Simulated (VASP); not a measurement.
Wanted: the native input for a VASP 6.6.1 run.

- Task: single point
- Functional: r2SCAN
- Potentials or basis: VASP PAW PBE potentials, release 64 (Al, Cu)
- Cutoff: 520 eV
- k mesh: 12 × 12 × 12
- Occupations: gaussian, width 0.1 eV
- Spin: no spin polarisation
- Dipole correction: no
- Further INCAR settings: ALGO = Normal; EDIFF = 1e-07; NBANDS = 26

The system is AlCu3.

```
Al Cu
1.0
     0.00000    2.89067    2.89067
     2.89067    0.00000    2.89067
     2.89067    2.89067    0.00000
Al Cu
1 3
Cartesian
  0.0000 0.0000 0.0000
  2.8907 2.8907 2.8907
  1.4453 1.4453 1.4453
  4.3360 4.3360 4.3360
```

The input as run:

POSCAR

```
AlCu3
1.0
    0.0000000000      2.8906715107      2.8906715107
    2.8906715107      0.0000000000      2.8906715107
    2.8906715107      2.8906715107      0.0000000000
Al Cu
1 3
Direct
    0.0000000000      0.0000000000      0.0000000000
    0.5000000000      0.5000000000      0.5000000000
    0.2500000000      0.2500000000      0.2500000000
    0.7500000000      0.7500000000      0.7500000000
```

INCAR.step1

```
SYSTEM = AlCu3
ALGO     = Normal         ! electronic algorithm
EDIFF    = 1E-4           ! SCF threshold, eV
ENCUT    = 520            ! plane-wave cutoff, eV
GGA      = PE             ! functional
ISMEAR   = 0              ! smearing method
LASPH    = .True.         ! aspherical terms in the spheres
LCHARG   = .False.        ! write CHGCAR
LREAL    = .False.        ! projectors in reciprocal space
LWAVE    = .True.         ! write WAVECAR
NBANDS   = 26             ! bands
NELM     = 100            ! most SCF steps
PREC     = Accurate       ! precision mode
SIGMA    = 0.1            ! smearing width, eV
```

INCAR.step2

```
SYSTEM = AlCu3
ALGO     = Normal         ! electronic algorithm
EDIFF    = 1E-7           ! SCF threshold, eV
ENCUT    = 520            ! plane-wave cutoff, eV
ISIF     = 2              ! what is computed and relaxed
ISMEAR   = 0              ! smearing method
ISTART   = 1            
LASPH    = .True.         ! aspherical terms in the spheres
LCHARG   = .False.        ! write CHGCAR
LMIXTAU  = .True.       
LREAL    = .False.        ! projectors in reciprocal space
LWAVE    = .False.        ! write WAVECAR
METAGGA  = R2SCAN         ! meta-GGA
NBANDS   = 26             ! bands
NELM     = 100            ! most SCF steps
PREC     = Accurate       ! precision mode
SIGMA    = 0.1            ! smearing width, eV
```

KPOINTS

```
k-points
0
Gamma
  12 12 12
  0 0 0
```

Potentials or basis: VASP PAW PBE potentials, release 64 (Al, Cu).

The run is started by

```sh
$ cat potpaw_PBE.64/Al/POTCAR potpaw_PBE.64/Cu/POTCAR > POTCAR
$ cp INCAR.step1 INCAR
$ mpirun -np 1 vasp_std > vasp.out
$ cp INCAR.step2 INCAR
$ mpirun -np 1 vasp_std > vasp.out
```

Results of the run:

```yaml
Pressure: 0.2 GPa
Band_gap_on_the_k_mesh: zero (band 18 reaches 12.38 eV, above the bottom of band 19 at 6.29 eV)
```

Caveat: the PAW data sets were made with another functional, which shifts forces and pressure a little.

It took 7.1 min on 1 thread of Intel Xeon 6975P-C, with other jobs on the host, peak memory 0.22 GiB.
